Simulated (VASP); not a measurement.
A run of VASP 6.6.1:

The input INCAR:

```
PREC = Accurate
ENCUT = 520
EDIFF = 1E-6
ISMEAR = 0
SIGMA = 0.1
LREAL = F
LASPH = T
NELM = 80
ALGO = Normal
ISIF = 2
LWAVE = F
LCHARG = F
GGA = PE
NBANDS = 33
```

KPOINTS

```
Automatic mesh
0
Gamma
  12 12 12
```

File POSCAR:

```
TaN
1.0
    5.1556102465      0.0000000000      0.0000000000
   -2.5778051232      4.4648894455      0.0000000000
    0.0000000000      0.0000000000      2.9005381477
Ta N
3 3
Direct
    0.0000000000      0.0000000000      0.0000000000
    0.3333333333      0.6666666667      0.5000000000
    0.6666666667      0.3333333333      0.5000000000
    0.5000000000      0.0000000000      0.0000000000
    0.5000000000      0.5000000000      0.0000000000
    0.0000000000      0.5000000000      0.0000000000
```

Potentials or basis: VASP PAW PBE potentials, release 64 (Ta_pv, N).

The run is started by

```bash
$ cat potpaw_PBE.64/Ta_pv/POTCAR potpaw_PBE.64/N/POTCAR > POTCAR
$ mpirun -np 1 vasp_std > vasp.out
```

Hardware: 1 thread of Intel(R) Xeon(R) 6975P-C (Granite Rapids), with other jobs on the host.

**Question.** How long does it take, and how much memory?

**Answer.** Wall time 2.3 min on 1 thread of Intel(R) Xeon(R) 6975P-C (Granite Rapids) (shared host), peak memory 0.35 GiB. Counts: scf iterations 14, k points 133.
